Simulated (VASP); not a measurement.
LiCl, 2 atoms in the cell. Symmetry: I4/mmm, No. 139, tetragonal system. Conventional cell: a = 3.413 Å, b = 3.413 Å, c = 5.792 Å, α = 90.00°, β = 90.00°, γ = 90.00°. Within 3.2 Å of Li (site symmetry 4/mmm) lie 6 Cl at 2.41 to 2.90 Å. Cl (site symmetry 4/mmm) has 6 Li at 2.41 to 2.90 Å within 3.2 Å.  This cell differs from its parent crystal: ratio of the length along z to the lengths across it x 1.2, volume and fractional coordinates fixed.

* Program: VASP 6.6.1
* Task: single point
* Functional: PBE
* Potentials or basis: VASP PAW PBE potentials, release 64 (Li_sv, Cl)
* Cutoff: 520 eV
* k mesh: 8 × 8 × 8
* Occupations: gaussian, width 0.05 eV
* Spin: no spin polarisation
* Dipole correction: no
* Further INCAR settings: ALGO = Normal; EDIFF = 1e-06; NBANDS = 12

Potentials or basis: VASP PAW PBE potentials, release 64 (Li_sv, Cl).

Command:

```sh
$ cat potpaw_PBE.64/Li_sv/POTCAR potpaw_PBE.64/Cl/POTCAR > POTCAR
$ mpirun -np 1 vasp_std > vasp.out
```

Hardware: 1 thread of Intel(R) Xeon(R) Platinum 8259CL CPU @ 2.50GHz (Skylake/Cascade Lake), on a shared host.

Task: Estimate the wall time of this run.

Result: Run time: 21 s on 1 thread of Intel(R) Xeon(R) Platinum 8259CL CPU @ 2.50GHz (Skylake/Cascade Lake), with other jobs on the host, peak memory 0.16 GiB. Counts: scf iterations 12, k points 59.
